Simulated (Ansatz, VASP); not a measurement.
## NaI in VASP and in Ansatz

Contents of POSCAR:

```
NaI
1.0
    5.3058711410      0.0000000000      0.0000000000
   -2.6529355705      4.5950191973      0.0000000000
    0.0000000000      0.0000000000      6.3302956915
Na I
2 2
Direct
    0.3333333333      0.6666666667      0.2500000000
    0.6666666667      0.3333333333      0.7500000000
    0.6666666667      0.3333333333      0.2500000000
    0.3333333333      0.6666666667      0.7500000000
```

Contents of INCAR.step1:

```
PREC = Accurate
ENCUT = 520
ISMEAR = 0
SIGMA = 0.01
LREAL = F
LASPH = T
NELM = 100
NBANDS = 22
GGA = PE
ALGO = Normal
EDIFF = 1E-4
LWAVE = T
LCHARG = F
```

The input INCAR.step2:

```
PREC = Accurate
ENCUT = 520
EDIFF = 1E-7
ISMEAR = 0
SIGMA = 0.01
LREAL = F
LASPH = T
NELM = 100
ALGO = Normal
ISIF = 2
LWAVE = F
LCHARG = T
METAGGA = R2SCAN
LMIXTAU = T
LELF = T
LVHAR = T
NBANDS = 22
ISTART = 1
```

KPOINTS

```
regular mesh
0
Gamma
  6 6 4
```

Input for Ansatz:

```yaml
crystal:
  lattice:
    - [5.305871141, 0.0, 0.0]
    - [-2.6529355705, 4.5950191973, 0.0]
    - [0.0, 0.0, 6.3302956915]
  atoms:
    - { symbol: Na, position: [0.3333333333, 0.6666666667, 0.25] }
    - { symbol: Na, position: [0.6666666667, 0.3333333333, 0.75] }
    - { symbol: I, position: [0.6666666667, 0.3333333333, 0.25] }
    - { symbol: I, position: [0.3333333333, 0.6666666667, 0.75] }
kpoints:
  mp_grid: { grid: [6, 6, 4] }
hamiltonian:
  xc: r2scan
scf:
  occupations: { method: fixed }
  n_extra_bands: 5
output:
  forces: true
  stress: true
  eigenvalues: true
```

Alike in both runs: task single point; functional r2SCAN; k mesh 6 × 6 × 4; no spin polarisation.

|  | VASP | Ansatz |
| --- | --- | --- |
| version | VASP 6.6.1 | Ansatz 0.2.0 |
| potentials or method | VASP PAW PBE potentials, release 64 (Na_pv, I) | plane waves, PAW |
| plane-wave cutoff (eV) | 520 | 500 |
| occupations | gaussian, width 0.01 eV | fixed |
| valence electrons in the cell | 28 | 52 |

```csv
,VASP,Ansatz,Ansatz less VASP
gap on the k mesh at the Fermi level (eV),4.28,4.28,-0.002
pressure (GPa),0.9,1.0,+0.07
"traceless stress, the component that is largest in VASP (GPa)",0.05,0.08,+0.030
```

VASP's potentials were made for PBE, not for r2SCAN. VASP's potentials hold 28 valence electrons a cell and Ansatz's 52, so a difference there can come from the potentials and not from the codes.

Neither program's run includes spin-orbit coupling.
